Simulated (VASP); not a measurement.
# Ge5I3 (Pm-3m) in VASP: a series of runs

The runs below take Ge5I3 through single point, with PBE.

Everything below comes from runs of VASP 6.6.1. Logs are shortened: lines on timing, memory, paths and dates and some standing lists are left out, and cuts for length are marked.

## 1. The cell of the first run

It takes space group Pm-3m (No. 221, cubic). Conventional cell: a = 6.087 Å, b = 6.087 Å, c = 6.087 Å, α = 90.00°, β = 90.00°, γ = 90.00°. Ge (site symmetry 4/mmm) has 2 Ge at 3.04 Å and 4 I at 3.04 Å within 4.0 Å. Within 4.0 Å of Ge (site symmetry m-3m) lie 6 I at 3.04 Å. Within 4.0 Å of Ge (site symmetry m-3m) lie 6 Ge at 3.04 Å. Within 4.0 Å of I (site symmetry 4/mmm) lie 6 Ge at 3.04 Å.

## 2. Single point, PBE

The input, INCAR:

```
  PREC = Accurate
  ENCUT = 520
  EDIFF = 1E-7
  ISMEAR = 0
  SIGMA = 0.1
  LREAL = F
  LASPH = T
  NELM = 100
  ALGO = Normal
  ISIF = 2
  LWAVE = F
  LCHARG = F
  GGA = PE
  NBANDS = 56
```

The input, KPOINTS:

```
regular mesh
0
Gamma
  4 4 4
```

The input, POSCAR:

```
Ge5I3
1.0
    6.0868230333      0.0000000000      0.0000000000
    0.0000000000      6.0868230333      0.0000000000
    0.0000000000      0.0000000000      6.0868230333
Ge I
5 3
Direct
    0.0000000000      0.5000000000      0.5000000000
    0.5000000000      0.0000000000      0.5000000000
    0.5000000000      0.5000000000      0.0000000000
    0.0000000000      0.0000000000      0.0000000000
    0.5000000000      0.5000000000      0.5000000000
    0.5000000000      0.0000000000      0.0000000000
    0.0000000000      0.5000000000      0.0000000000
    0.0000000000      0.0000000000      0.5000000000
```

Potentials or basis: VASP PAW PBE potentials, release 64 (Ge_d, I).

Command:

```sh
$ cat potpaw_PBE.64/Ge_d/POTCAR potpaw_PBE.64/I/POTCAR > POTCAR
$ mpirun -np 1 vasp_std > vasp.out
```

OUTCAR:

```text
PREC = Accurate
   ENCUT = 520
   EDIFF = 1E-7
   ISMEAR = 0
   LREAL = F
   LASPH = T
   NELM = 100
   ISIF = 2
   GGA = PE

 ion  position               nearest neighbor table
   1  0.000  0.500  0.500-   7 3.04   8 3.04   7 3.04   8 3.04
   2  0.500  0.000  0.500-   6 3.04   8 3.04   6 3.04   8 3.04
   3  0.500  0.500  0.000-   6 3.04   7 3.04   6 3.04   7 3.04
   4  0.000  0.000  0.000-   6 3.04   7 3.04   8 3.04   8 3.04   7 3.04   6 3.04
   5  0.500  0.500  0.500-
   6  0.500  0.000  0.000-   2 3.04   3 3.04   4 3.04   2 3.04   3 3.04   4 3.04
   7  0.000  0.500  0.000-   1 3.04   3 3.04   4 3.04   1 3.04   4 3.04   3 3.04
   8  0.000  0.000  0.500-   1 3.04   2 3.04   4 3.04   4 3.04   1 3.04   2 3.04

  LATTYP: Found a simple cubic cell.
 ALAT       =     6.0868230333

  Lattice vectors:

 A1 = (   6.0868230333,   0.0000000000,   0.0000000000)
 A2 = (   0.0000000000,   6.0868230333,   0.0000000000)
 A3 = (   0.0000000000,   0.0000000000,   6.0868230333)

Analysis of symmetry for initial positions (statically):
=====================================================================
 Subroutine PRICEL returns:
 Original cell was already a primitive cell.

 Routine SETGRP: Setting up the symmetry group for a
 simple cubic supercell.

 Subroutine GETGRP returns: Found 48 space group operations
 (whereof 48 operations were pure point group operations)
 out of a pool of 48 trial point group operations.

The static configuration has the point symmetry O_h .

Analysis of symmetry for dynamics (positions and initial velocities):
=====================================================================
 Subroutine PRICEL returns:
 Original cell was already a primitive cell.

 Routine SETGRP: Setting up the symmetry group for a
 simple cubic supercell.

 Subroutine GETGRP returns: Found 48 space group operations
 (whereof 48 operations were pure point group operations)
 out of a pool of 48 trial point group operations.

The dynamic configuration has the point symmetry O_h .

 Subroutine INISYM returns: Found 48 space group operations
 (whereof 48 operations are pure point group operations),
 and found     1 'primitive' translations

----------------------------------------------------------------------------------------

                                     Primitive cell

  volume of cell :     225.5132

  direct lattice vectors                    reciprocal lattice vectors
     6.086823033  0.000000000  0.000000000     0.164289317  0.000000000  0.000000000
     0.000000000  6.086823033  0.000000000     0.000000000  0.164289317  0.000000000
     0.000000000  0.000000000  6.086823033     0.000000000  0.000000000  0.164289317

  length of vectors
     6.086823033  6.086823033  6.086823033     0.164289317  0.164289317  0.164289317

  position of ions in fractional coordinates (direct lattice)
     0.000000000  0.500000000  0.500000000
     0.500000000  0.000000000  0.500000000
     0.500000000  0.500000000  0.000000000
     0.000000000  0.000000000  0.000000000
     0.500000000  0.500000000  0.500000000
     0.500000000  0.000000000  0.000000000
     0.000000000  0.500000000  0.000000000
     0.000000000  0.000000000  0.500000000

  ion indices of the primitive-cell ions
   primitive index   ion index
                 1           1
                 2           2
                 3           3
                 4           4
                 5           5
                 6           6
                 7           7
                 8           8

----------------------------------------------------------------------------------------

 KPOINTS: regular mesh

Automatic generation of k-mesh.
 Grid dimensions read from file:
 generate k-points for:    4    4    4

 Generating k-lattice:

  Cartesian coordinates                     Fractional coordinates (reciprocal lattice)
     0.041072329  0.000000000  0.000000000     0.250000000  0.000000000  0.000000000
     0.000000000  0.041072329  0.000000000     0.000000000  0.250000000  0.000000000
     0.000000000  0.000000000  0.041072329     0.000000000  0.000000000  0.250000000

  Length of vectors
     0.041072329  0.041072329  0.041072329

  Shift w.r.t. Gamma in fractional coordinates (k-lattice)
     0.000000000  0.000000000  0.000000000

 Subroutine IBZKPT returns following result:
 ===========================================

 Found     10 irreducible k-points:

 Following reciprocal coordinates:
            Coordinates               Weight
  0.000000  0.000000  0.000000      1.000000
  0.250000  0.000000  0.000000      6.000000
  0.500000  0.000000  0.000000      3.000000
  0.250000  0.250000  0.000000     12.000000
  0.500000  0.250000  0.000000     12.000000
  0.500000  0.500000  0.000000      3.000000
  0.250000  0.250000  0.250000      8.000000
  0.500000  0.250000  0.250000     12.000000
  0.500000  0.500000  0.250000      6.000000
  0.500000  0.500000  0.500000      1.000000
   k-points           NKPTS =     10   k-points in BZ     NKDIM =     10   number of bands    NBANDS=     56
   number of dos      NEDOS =    301   number of ions     NIONS =      8
   total plane-waves  NPLWV = 110592
   dimension x,y,z NGX =    48 NGY =   48 NGZ =   48
   dimension x,y,z NGXF=    96 NGYF=   96 NGZF=   96
   ions per type =               5   3
   NGX,Y,Z   is equivalent  to a cutoff of  13.11, 13.11, 13.11 a.u.
   NGXF,Y,Z  is equivalent  to a cutoff of  26.22, 26.22, 26.22 a.u.
 SYSTEM =  unknown system
   PREC   = accura    normal or accurate (medium, high low for compatibility)
   ISTART =      0    job   : 0-new  1-cont  2-samecut
   ICHARG =      2    charge: 1-file 2-atom 10-const
   ISPIN  =      1    spin polarized calculation?
   LNONCOLLINEAR =      F non collinear calculations
   LSORBIT =      F    spin-orbit coupling
   LASPH  =      T    aspherical Exc in radial PAW
   ENCUT  =  520.0 eV  38.22 Ry    6.18 a.u.  11.32 11.32 11.32*2*pi/ulx,y,z
   NELM   =    100;   NELMIN=  2; NELMDL= -5     # of ELM steps
   EDIFF  = 0.1E-06   stopping-criterion for ELM
   LREAL  =      F    real-space projection
   EDIFFG = 0.1E-05   stopping-criterion for IOM
   NSW    =      0    number of steps for IOM
   IBRION =     -1    ionic relax: 0-MD 1-quasi-New 2-CG
   NFREE  =      0    steps in history (QN), initial steepest desc. (CG)
   ISIF   =      2    stress and relaxation
   ISYM   =      2    0-nonsym 1-usesym 2-fastsym
   POTIM  = 0.5000    time-step for ionic-motion
   TEBEG  =    0.0;   TEEND  =   0.0 temperature during run
   PSTRESS=    0.0 pullay stress
   NELECT =      91.0000    total number of electrons
   NUPDOWN=      -1.0000    fix difference up-down
   EMIN   =  10.00;   EMAX   =-10.00  energy-range for DOS
   EFERMI =   0.00;   METHOD = LEGACY
   ISMEAR =     0;   SIGMA  =   0.10  broadening in eV -4-tet -1-fermi 0-gaus
   EFERMI_NEDOS =   21; number of points for ismear=-14 and -15
   IALGO  =     38    algorithm
   IMIX   =      4    mixing-type and parameters
     AMIX     =   0.40;   BMIX     =  1.00
     AMIX_MAG =   1.60;   BMIX_MAG =  1.00
  volume/ion in A,a.u.               =      28.19       190.23
  Fermi-wavevector in a.u.,A,eV,Ry     =   1.209756  2.286108 19.912272  1.463511
  Thomas-Fermi vector in A             =   2.345324
   LORBIT       =      0    0 simple, 1 ext, 2 COOP (PROOUT), +10 PAW based schemes
   GGA     = PE    functional components
   LHFCALC =     F    Hartree Fock is set to
   AEXX    =    0.0000 exact exchange contribution
   IVDW    =     0    specifies the selected vdW correction
   LEPSILON=     F    determine dielectric tensor
   LRPA    =     F    only Hartree local field effects (RPA)
 non-spin polarized calculation
 Gauss-broadening in eV      SIGMA  =   0.10
  energy-cutoff  :      520.00
  volume of cell :      225.51
 maximum number of plane-waves:      6091
 NGX is ok and might be reduce to    48
   NGX = 23   NGY = 23   NGZ = 23

 number of electron      90.9999963 magnetization

 Free energy of the ion-electron system (eV)
  ---------------------------------------------------
  ext. energy  EPLUGINS =         0.00000000
  ---------------------------------------------------
  free energy    TOTEN  =       -24.29970873 eV

  energy without entropy =      -24.27267641  energy(sigma->0) =      -24.28619257

 E-fermi :   5.4638     XC(G=0):  -9.5329

 val. band max:        5.3858346719   @ k =   0.5000   0.2500   0.2500
 cond. band min:       5.5232669426   @ k =   0.5000   0.5000   0.2500
 fundamental gap:      0.1374322707
 Fermi energy:         5.4637565807

 k-point     1 :       0.0000    0.0000    0.0000
  band No.  band energies     occupation
      1     -19.9231      2.00000
      2     -19.9231      2.00000
      3     -19.9164      2.00000
      4     -19.9164      2.00000
      5     -19.9164      2.00000
      6     -19.6349      2.00000
[... 48 lines left out ...]
     55       9.7290      0.00000
     56       9.7290      0.00000

 k-point     2 :       0.2500    0.0000    0.0000
  band No.  band energies     occupation
      1     -19.9231      2.00000
      2     -19.9230      2.00000
      3     -19.9164      2.00000
      4     -19.9164      2.00000
      5     -19.9164      2.00000
      6     -19.6348      2.00000
[... 48 lines left out ...]
     55       9.2164      0.00000
     56       9.6867      0.00000

 k-point     3 :       0.5000    0.0000    0.0000
  band No.  band energies     occupation
      1     -19.9231      2.00000
      2     -19.9228      2.00000
      3     -19.9164      2.00000
      4     -19.9164      2.00000
      5     -19.9164      2.00000
      6     -19.6347      2.00000
[... 346 lines left out ...]
 k-point     9 :       0.5000    0.5000    0.2500
  band No.  band energies     occupation
      1     -19.9228      2.00000
      2     -19.9227      2.00000
      3     -19.9164      2.00000
      4     -19.9164      2.00000
      5     -19.9164      2.00000
      6     -19.6333      2.00000
[... 48 lines left out ...]
     55       7.3237      0.00000
     56       7.3237      0.00000

 k-point    10 :       0.5000    0.5000    0.5000
  band No.  band energies     occupation
      1     -19.9227      2.00000
      2     -19.9227      2.00000
      3     -19.9164      2.00000
      4     -19.9164      2.00000
      5     -19.9164      2.00000
      6     -19.6332      2.00000
[... 48 lines left out ...]
     55       6.7316      0.00000
     56       6.7316      0.00000

------------------------ aborting loop because EDIFF is reached ----------------------------------------

  FORCE on cell =-STRESS in cart. coord.  units (eV):
  Direction    XX          YY          ZZ          XY          YZ          ZX
  --------------------------------------------------------------------------------------
  -------------------------------------------------------------------------------------
  Total        0.1007819      0.1007819      0.1007819     -0.0000000      0.0000000      0.0000000
  in kB        0.7160137      0.7160137      0.7160137     -0.0000000      0.0000000      0.0000000
  external PRESSURE =       0.7160137 kB  Pullay stress =       0.0000000 kB

 VOLUME and BASIS-vectors are now :
 -----------------------------------------------------------------------------
  energy-cutoff  :      520.00
  volume of cell :      225.51
      direct lattice vectors                 reciprocal lattice vectors
     6.086823033  0.000000000  0.000000000     0.164289317  0.000000000  0.000000000
     0.000000000  6.086823033  0.000000000     0.000000000  0.164289317  0.000000000
     0.000000000  0.000000000  6.086823033     0.000000000  0.000000000  0.164289317

 POSITION                                       TOTAL-FORCE (eV/Angst)
 -----------------------------------------------------------------------------------
      0.00000      3.04341      3.04341         0.000000      0.000000      0.000000
      3.04341      0.00000      3.04341         0.000000      0.000000      0.000000
      3.04341      3.04341      0.00000         0.000000      0.000000      0.000000
      0.00000      0.00000      0.00000         0.000000      0.000000      0.000000
      3.04341      3.04341      3.04341         0.000000      0.000000      0.000000
      3.04341      0.00000      0.00000         0.000000      0.000000      0.000000
      0.00000      3.04341      0.00000         0.000000      0.000000      0.000000
      0.00000      0.00000      3.04341         0.000000      0.000000      0.000000
 -----------------------------------------------------------------------------------
    total drift:                                0.000000      0.000000     -0.000000

  FREE ENERGIE OF THE ION-ELECTRON SYSTEM (eV)
  ---------------------------------------------------
  free  energy   TOTEN  =       -24.2997087331 eV

  energy  without entropy=      -24.2726764140  energy(sigma->0) =      -24.28619257
```

Wall time 5.8 min (1 thread of Intel Xeon Platinum 8259CL at 2.50GHz (Skylake/Cascade Lake), shared host); peak memory 0.36 GiB.

What came out:

```yaml
Free_energy: -24.2997 eV
Pressure: 0.1 GPa
```

Levels at points of the mesh, in eV from the Fermi level:
| k point | band 41 | band 42 | band 43 | band 44 | band 45 | band 46 | band 47 | band 48 | band 49 | band 50 |
| --- | --- | --- | --- | --- | --- | --- | --- | --- | --- | --- |
| (0.00, 0.00, 0.00) | -4.23 | -4.23 | -1.45 | -1.45 | -1.45 | 2.32 | 2.32 | 2.32 | 2.62 | 2.62 |
| (0.50, 0.00, 0.00) | -3.13 | -2.50 | -1.89 | -1.89 | -0.19 | 0.32 | 0.33 | 1.77 | 2.69 | 2.85 |
| (0.50, 0.50, 0.00) | -2.51 | -2.40 | -2.27 | -0.53 | -0.53 | 0.06 | 0.06 | 0.31 | 0.41 | 1.09 |
| (0.50, 0.50, 0.50) | -2.22 | -1.84 | -0.59 | -0.59 | -0.59 | -0.09 | -0.09 | -0.09 | -0.08 | -0.08 |

Caveat: spin-orbit coupling is left out, which moves the levels of the heavy elements; an odd number of electrons without spin polarisation forces a metal; a magnetic or distorted state may lie lower.

## 3. Single point, PBE

This run uses another cell than the first one, of 30.99 Å³/atom, 1.100 times its volume.

The input, INCAR:

```
SYSTEM = Ge5I3
  PREC = Accurate
  ENCUT = 520
  EDIFF = 1E-6
  ISMEAR = 0
  SIGMA = 0.1
  LREAL = .FALSE.
  LASPH = .TRUE.
  NELM = 80
  ALGO = Normal
  ISIF = 2
  LWAVE = .FALSE.
  LCHARG = .FALSE.
  GGA = PE
  NBANDS = 56
```

The input, KPOINTS:

```
regular mesh
0
G
  4 4 4
  0 0 0
```

POSCAR: that of step 2 with these lines changed.

```diff
@@ -2,5 +2,5 @@
 1.0
-    6.0868230333      0.0000000000      0.0000000000
-    0.0000000000      6.0868230333      0.0000000000
-    0.0000000000      0.0000000000      6.0868230333
+    6.2823779800      0.0000000000      0.0000000000
+    0.0000000000      6.2823779800      0.0000000000
+    0.0000000000      0.0000000000      6.2823779800
 Ge I
```

Potentials or basis: VASP PAW PBE potentials, release 64 (Ge_d, I).

Command:

```sh
$ cat potpaw_PBE.64/Ge_d/POTCAR potpaw_PBE.64/I/POTCAR > POTCAR
$ mpirun -np 1 vasp_std > vasp.out
```

Run time: 3.9 min. Hardware: 1 thread of Intel Xeon Platinum 8259CL at 2.50GHz (Skylake/Cascade Lake), shared host; peak memory 0.37 GiB.

Results (log left out):

| Property | Result |
| --- | --- |
| Free energy | -24.0966 eV |
| Pressure | -2.8 GPa |

Levels at points of the mesh, in eV from the Fermi level:
```
           k point  band 43  band 44  band 45  band 46  band 47  band 48
(0.00, 0.00, 0.00)    -1.33    -1.33    -1.33     2.33     2.33     2.33
(0.50, 0.00, 0.00)    -1.70    -1.70    -0.22     0.24     0.30     1.46
(0.50, 0.50, 0.00)    -2.12    -0.47    -0.47     0.05     0.05     0.25
(0.50, 0.50, 0.50)    -0.56    -0.56    -0.56    -0.04    -0.04    -0.04
```

Caveat: spin-orbit coupling is left out, which moves the levels of the heavy elements; an odd number of electrons without spin polarisation forces a metal; a magnetic or distorted state may lie lower.
